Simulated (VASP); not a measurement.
Here is a VASP 6.6.1 calculation.

INCAR

```
SYSTEM = Ge
PREC     = Accurate       ! precision mode
ENCUT    = 520            ! plane-wave cutoff, eV
EDIFF    = 1E-6           ! SCF threshold, eV
ISMEAR   = -1             ! smearing method
SIGMA    = 0.1            ! smearing width, eV
LREAL    = .False.        ! projectors in reciprocal space
LASPH    = .True.         ! aspherical terms in the spheres
NELM     = 80             ! most SCF steps
ALGO     = Normal         ! electronic algorithm
ISIF     = 2              ! what is computed and relaxed
LWAVE    = .False.        ! write WAVECAR
LCHARG   = .False.        ! write CHGCAR
GGA      = PE             ! functional
NBANDS   = 13             ! bands
```

Contents of KPOINTS:

```
regular mesh
0
Gamma
  21 21 21
  0 0 0
```

The input POSCAR:

```
Ge
1.0
   -1.2685814507      1.2685814507      1.2685814507
    1.2685814507     -1.2685814507      1.2685814507
    1.2685814507      1.2685814507     -1.2685814507
Ge
1
Direct
    0.0000000000      0.0000000000      0.0000000000
```

Potentials or basis: VASP PAW PBE potentials, release 64 (Ge_d).

Command:

```sh
$ cat potpaw_PBE.64/Ge_d/POTCAR > POTCAR
$ mpirun -np 1 vasp_std > vasp.out
```

Problem. Predict the pressure.

Solution. 392.0 GPa.

Problem. What does it give for the band gap on the k mesh?

Solution. Zero (band 7 reaches 41.41 eV, above the bottom of band 8 at 14.95 eV).
